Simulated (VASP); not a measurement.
# TiSe2 (base) (P-3m1) in VASP: further runs, part 2 of 2

VASP 6.6.1. The steps go on from the part before.

## 3. Relaxation of cell and atoms, PBE+D3(BJ)

The COD entry that gives the cell may itself be a prediction, so a difference from it is no test against experiment.

This run uses another cell than the first one, of 21.67 Å³/atom, 1.055 times its volume.

Input file INCAR:

```
SYSTEM = TiSe2
PREC = Accurate ; ENCUT = 500
EDIFF = 1E-7 ; ISMEAR = 0
SIGMA = 0.1 ; LREAL = .False.
LASPH = .True. ; NELM = 120
ALGO = Normal ; ISIF = 3
LWAVE = .False. ; LCHARG = .False.
GGA = PE ; IVDW = 12
IBRION = 2 ; NSW = 100
EDIFFG = -0.002 ; GGA_COMPAT = .False.
NELMIN = 4
```

Input file KPOINTS:

```
Automatic mesh
0
Gamma
  15 15 8
  0 0 0
```

Input file POSCAR:

```
TiSe2
1.0
    3.5360000000      0.0000000000      0.0000000000
   -1.7680000000      3.0622658280      0.0000000000
    0.0000000000      0.0000000000      6.0040000000
Ti Se
1 2
Direct
    0.0000000000      0.0000000000      0.0000000000
    0.3333333330      0.6666666670      0.2552000000
    0.6666666670      0.3333333330      0.7448000000
```

Potentials or basis: VASP PAW PBE potentials, release 64 (Ti_sv, Se).

The run is started by

```bash
> cat potpaw_PBE.64/Ti_sv/POTCAR potpaw_PBE.64/Se/POTCAR > POTCAR
> mpirun -np 1 vasp_std > vasp.out
```

OUTCAR:

```text
SYSTEM = TiSe2
   PREC = Accurate
   ENCUT = 500
   EDIFF = 1E-7
   ISMEAR = 0
   LREAL = .False.
   LASPH = .True.
   NELM = 120
   ISIF = 3
   GGA = PE
   IVDW = 12
   IBRION = 2
   NSW = 100
   EDIFFG = -0.002
   NELMIN = 4
 IVDW          = 12

 ion  position               nearest neighbor table
   1  0.000  0.000  0.000-   2 2.55   3 2.55   3 2.55   2 2.55   3 2.55   2 2.55
   2  0.333  0.667  0.255-   1 2.55   1 2.55   1 2.55
   3  0.667  0.333  0.745-   1 2.55   1 2.55   1 2.55

  LATTYP: Found a hexagonal cell.
 ALAT       =     3.5360000000
 C/A-ratio  =     1.6979638009

  Lattice vectors:

 A1 = (   3.5360000000,   0.0000000000,   0.0000000000)
 A2 = (  -1.7680000000,   3.0622658280,   0.0000000000)
 A3 = (   0.0000000000,   0.0000000000,   6.0040000000)

Analysis of symmetry for initial positions (statically):
=====================================================================
 Subroutine PRICEL returns:
 Original cell was already a primitive cell.

 Routine SETGRP: Setting up the symmetry group for a
 hexagonal supercell.

 Subroutine GETGRP returns: Found 12 space group operations
 (whereof 12 operations were pure point group operations)
 out of a pool of 24 trial point group operations.

The static configuration has the point symmetry D_3d.

Analysis of symmetry for dynamics (positions and initial velocities):
=====================================================================
 Subroutine PRICEL returns:
 Original cell was already a primitive cell.

 Routine SETGRP: Setting up the symmetry group for a
 hexagonal supercell.

 Subroutine GETGRP returns: Found 12 space group operations
 (whereof 12 operations were pure point group operations)
 out of a pool of 24 trial point group operations.

The dynamic configuration has the point symmetry D_3d.

 Subroutine INISYM returns: Found 12 space group operations
 (whereof 12 operations are pure point group operations),
 and found     1 'primitive' translations

----------------------------------------------------------------------------------------

                                     Primitive cell
[... 111 lines left out ...]
   IMIX   =      4    mixing-type and parameters
     AMIX     =   0.40;   BMIX     =  1.00
     AMIX_MAG =   1.60;   BMIX_MAG =  1.00
  volume/ion in A,a.u.               =      21.67       146.24
  Fermi-wavevector in a.u.,A,eV,Ry     =   1.174393  2.219280 18.765127  1.379198
  Thomas-Fermi vector in A             =   2.310790
   LORBIT       =      0    0 simple, 1 ext, 2 COOP (PROOUT), +10 PAW based schemes
   GGA     = PE    functional components
   LHFCALC =     F    Hartree Fock is set to
   AEXX    =    0.0000 exact exchange contribution
   IVDW    =    12    specifies the selected vdW correction
   LEPSILON=     F    determine dielectric tensor
   LRPA    =     F    only Hartree local field effects (RPA)
 conjugate gradient relaxation of ions
 non-spin polarized calculation
 Gauss-broadening in eV      SIGMA  =   0.10
  energy-cutoff  :      500.00
  volume of cell :       65.01
 maximum number of plane-waves:      1672
 NGX is ok and might be reduce to    28
   NGX = 13   NGY = 13   NGZ = 21

--------------------------------------- Ionic step        1  -------------------------------------------

 number of electron      24.0000001 magnetization

 Free energy of the ion-electron system (eV)
  ---------------------------------------------------
  ext. energy  EPLUGINS =         0.00000000
  ---------------------------------------------------
  free energy    TOTEN  =       -18.17577286 eV

  energy without entropy =      -18.17166248  energy(sigma->0) =      -18.17371767

 E-fermi :   4.7979     XC(G=0):  -9.9969

 val. band max:        4.7861980666   @ k =   0.0000   0.4667   0.2500
 cond. band min:       4.8156921699   @ k =   0.0000   0.0667   0.2500
 fundamental gap:      0.0294941033
 Fermi energy:         4.7979199491

 k-point     1 :       0.0000    0.0000    0.0000
  band No.  band energies     occupation
      1     -52.8303      2.00000
      2     -29.0548      2.00000
      3     -29.0451      2.00000
      4     -29.0451      2.00000
      5      -9.1571      2.00000
      6      -7.7282      2.00000
[... 563 lines left out ...]
  FREE ENERGIE OF THE ION-ELECTRON SYSTEM (eV)
  ---------------------------------------------------
  free  energy   TOTEN  =       -19.4628794388 eV

  energy  without entropy=      -19.4585615567  energy(sigma->0) =      -19.46072050

[... ionic steps 4 to 12 ...]

--------------------------------------- Ionic step       13  -------------------------------------------

 number of electron      24.0000002 magnetization

------------------------ aborting loop because EDIFF is reached ----------------------------------------
[... 77 lines left out ...]
--------------------------------------- Ionic step       15  -------------------------------------------

 number of electron      24.0000001 magnetization

 Free energy of the ion-electron system (eV)
  ---------------------------------------------------
  ext. energy  EPLUGINS =         0.00000000
  ---------------------------------------------------
  free energy    TOTEN  =       -18.12657344 eV

  energy without entropy =      -18.12215637  energy(sigma->0) =      -18.12436491

 E-fermi :   5.3554     XC(G=0): -10.2921

 val. band max:        5.3476494188   @ k =   0.0000   0.3333   0.3750
 cond. band min:       5.3633582133   @ k =   0.4667   0.0667   0.5000
 fundamental gap:      0.0157087945
 Fermi energy:         5.3553959099

 k-point     1 :       0.0000    0.0000    0.0000
  band No.  band energies     occupation
      1     -52.1612      2.00000
      2     -28.3934      2.00000
      3     -28.3796      2.00000
      4     -28.3796      2.00000
      5      -8.8340      2.00000
      6      -7.2333      2.00000
[... 481 lines left out ...]
  FREE ENERGIE OF THE ION-ELECTRON SYSTEM (eV)
  ---------------------------------------------------
  free  energy   TOTEN  =       -19.4758487596 eV

  energy  without entropy=      -19.4714316860  energy(sigma->0) =      -19.47364022

 reached required accuracy - stopping structural energy minimisation
```

It took 29 min on 1 thread of Intel Xeon 6975P-C (Granite Rapids), shared host; peak memory 0.37 GiB.

What came out:

| Item | Value |
| --- | --- |
| Free energy | -19.4758 eV |
| Relaxed volume | 20.55 Å³/atom |
| Relaxed cell | a = 3.482 Å, b = 3.482 Å, c = 5.873 Å, α = 90.00°, β = 90.00°, γ = 120.00° |
| Space group after relaxing (to 0.05 Å) | P-3m1 (No. 164) |
| Energy gained by relaxing | 7.5 meV/atom |
| Ionic steps | 15 |
| Pressure after relaxing | 0.0 GPa |
| Band gap on the k mesh | zero (band 12 reaches 5.88 eV, above the bottom of band 13 at 5.14 eV) |
| Dispersion energy per atom | -0.450 eV |

The path:
| step | energy change (eV) | largest force (eV/Å) | pressure (GPa) | volume (Å³) |
| --- | --- | --- | --- | --- |
| 1 | 0.0000 | 0.1000 | -1.57 | 65.01 |
| 2 | -0.0092 | 0.3348 | 0.77 | 63.04 |
| 3 | -0.0096 | 0.2942 | 0.37 | 63.36 |
| 4 | -0.0164 | 0.1406 | 0.07 | 62.94 |
| 5 | -0.0174 | 0.0541 | -0.08 | 62.70 |
| 6 | -0.0191 | 0.0421 | -0.11 | 62.53 |
| 7 | -0.0223 | 0.0040 | -0.17 | 62.01 |
| 8 | -0.0225 | 0.0136 | -0.18 | 61.79 |
| 9 | -0.0225 | 0.0110 | -0.17 | 61.82 |
| 10 | -0.0222 | 0.0581 | 0.43 | 61.39 |
| 11 | -0.0226 | 0.0088 | 0.01 | 61.69 |
| 12 | -0.0226 | 0.0075 | -0.01 | 61.70 |
| 13 | -0.0226 | 0.0080 | -0.01 | 61.70 |
| 14 | -0.0226 | 0.0084 | -0.01 | 61.70 |
| 15 | -0.0226 | 0.0014 | 0.00 | 61.66 |

Final structure:
```
CELL_PARAMETERS angstrom
3.48210 0.00000 0.00000
-1.74105 3.01559 0.00000
0.00000 0.00000 5.87254
ATOMIC_POSITIONS crystal
Ti 0.00000 0.00000 0.00000
Se 0.33333 0.66667 0.26479
Se 0.66667 0.33333 0.73521
```
